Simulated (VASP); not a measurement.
Input of a VASP 6.6.1 run:

File INCAR:

```
ALGO = Normal ; EDIFF = 1E-6
ENCUT = 520 ; GGA = PE
ISIF = 2 ; ISMEAR = 0
LASPH = True ; LCHARG = False
LREAL = False ; LWAVE = False
NBANDS = 19 ; NELM = 60
PREC = Accurate ; SIGMA = 0.02
```

The input KPOINTS:

```
k-points
0
Gamma
  12 12 4
```

POSCAR

```
MgBeS3
1.0
    3.7459145941      0.0000000000      0.0000000000
   -1.8729572970      3.2440571989      0.0000000000
    0.0000000000      0.0000000000      7.4588167739
Mg Be S
1 1 3
Direct
    0.6666666667      0.3333333333      0.2089673287
    0.3333333333      0.6666666667      0.6449886054
    0.3333333333      0.6666666667      0.3791798869
    0.0000000000      0.0000000000      0.0201103841
    0.0000000000      0.0000000000      0.7367537949
```

Potentials or basis: VASP PAW PBE potentials, release 64 (Mg, Be, S).

Run with:

```bash
$ cat potpaw_PBE.64/Mg/POTCAR potpaw_PBE.64/Be/POTCAR potpaw_PBE.64/S/POTCAR > POTCAR
$ mpirun -np 1 vasp_std > vasp.out
```

Estimate the band gap on the k mesh.

1.46 eV, direct.

Estimate the largest force.

0.090 eV/Å.

Forces in eV/Å, atoms in the order of the input:
```
Mg   0.000  0.000  0.002
Be   0.000  0.000 -0.005
S    0.000  0.000 -0.012
S    0.000  0.000 -0.074
S    0.000  0.000  0.090
```

A k mesh can miss the band edges. As with any semilocal functional, this PBE gap is likely too small.
